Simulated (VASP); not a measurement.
Set up this calculation in VASP 6.6.1, as the native input.

| Item | Value |
| --- | --- |
| Task | single point |
| Functional | LDA |
| Potentials or basis | VASP PAW LDA potentials, release 64 (Cs_sv, Br) |
| Cutoff | 500 eV |
| k mesh | 4 × 4 × 4 |
| Occupations | fermi-dirac, width 0.1 eV |
| Spin | no spin polarisation |
| Dipole correction | no |
| Further INCAR settings | ALGO = Normal; EDIFF = 1e-06; NBANDS = 15 |

The structure of CsBr lies in POSCAR:

```
CsBr
1.0
    4.2860000000      0.0000000000      0.0000000000
    0.0000000000      4.2860000000      0.0000000000
    0.0000000000      0.0000000000      4.2860000000
Cs Br
1 1
Direct
    0.0000000000      0.0000000000      0.0000000000
    0.5000000000      0.5000000000      0.5000000000
```

The input as run:

INCAR

```
ALGO     = Normal         # electronic algorithm
EDIFF    = 1E-6           # SCF threshold, eV
ENCUT    = 500            # plane-wave cutoff, eV
GGA_COMPAT= F            
ISIF     = 2              # what is computed and relaxed
ISMEAR   = -1             # smearing method
LASPH    = T              # aspherical terms in the spheres
LCHARG   = F              # write CHGCAR
LREAL    = F              # projectors in reciprocal space
LWAVE    = F              # write WAVECAR
NBANDS   = 15             # bands
NELM     = 120            # most SCF steps
PREC     = Accurate       # precision mode
SIGMA    = 0.1            # smearing width, eV
```

KPOINTS

```
k-points
0
Gamma
  4 4 4
```

Potentials or basis: VASP PAW LDA potentials, release 64 (Cs_sv, Br).

Run with:

```bash
$ cat potpaw_LDA.64/Cs_sv/POTCAR potpaw_LDA.64/Br/POTCAR > POTCAR
$ mpirun -np 1 vasp_std > vasp.out
```

Results of the run:

```yaml
Pressure: -1.6 GPa
Band_gap_on_the_k_mesh: 4.14 eV, direct
```

Caveat: spin-orbit coupling is left out, which moves the levels of the heavy elements.

Wall time 15 s on 1 thread of Intel Xeon 8259CL, on a shared host, peak memory 0.15 GiB.
